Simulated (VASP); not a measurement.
Runs of VASP 6.6.1 on I. The structure is that of space group Pm-3m (No. 221), or close to it. The cells are those of the table. 

```tsv
task	level	potentials or basis	cell	k mesh	smearing	k mesh for the DOS	occupations for the DOS	gap on the mesh (eV)	pressure (GPa)
single point	LDA	VASP PAW LDA potentials, release 64 (I)	a = 2.940 Å, 1 atom	13 × 13 × 13	fermi-dirac 0.05 eV	-	-	none	(a)
single point	LDA	VASP PAW LDA potentials, release 64 (I)	a = 2.788 Å, 1 atom	13 × 13 × 13	fermi-dirac 0.05 eV	-	-	none	64.0
single point	LDA	VASP PAW LDA potentials, release 64 (I)	a = 2.524 Å, 1 atom	13 × 13 × 13	fermi-dirac 0.05 eV	-	-	none	(b)
single point	LDA	VASP PAW LDA potentials, release 64 (I)	a = 2.524 Å, 1 atom	16 × 16 × 16	methfessel-paxton 0.005 eV	-	-	none	173.8
single point	LDA	VASP PAW LDA potentials, release 64 (I)	a = 2.654 Å, 1 atom	13 × 13 × 13	fermi-dirac 0.05 eV	-	-	none	106.1
single point	LDA	VASP PAW LDA potentials, release 64 (I)	a = 3.078 Å, 1 atom	13 × 13 × 13	fermi-dirac 0.05 eV	-	-	none	15.9
single point	PBE	VASP PAW PBE potentials, release 64 (I)	a = 2.524 Å, 1 atom	13 × 13 × 13	fermi-dirac 0.05 eV	-	-	none	182.0
```

Alike in all rows: no spin polarisation; cutoff (eV) 520.

Task: Fill in the values left out.

Result: (a) 34.3; (b) 172.9.

Caveats: spin-orbit coupling is left out, which moves the levels of the heavy elements; an odd number of electrons without spin polarisation forces a metal; a magnetic or distorted state may lie lower.

A k mesh can miss the band edges, and the runs leave out spin-orbit coupling on I.

A gap of «none» marks levels without a gap at the run's occupations.
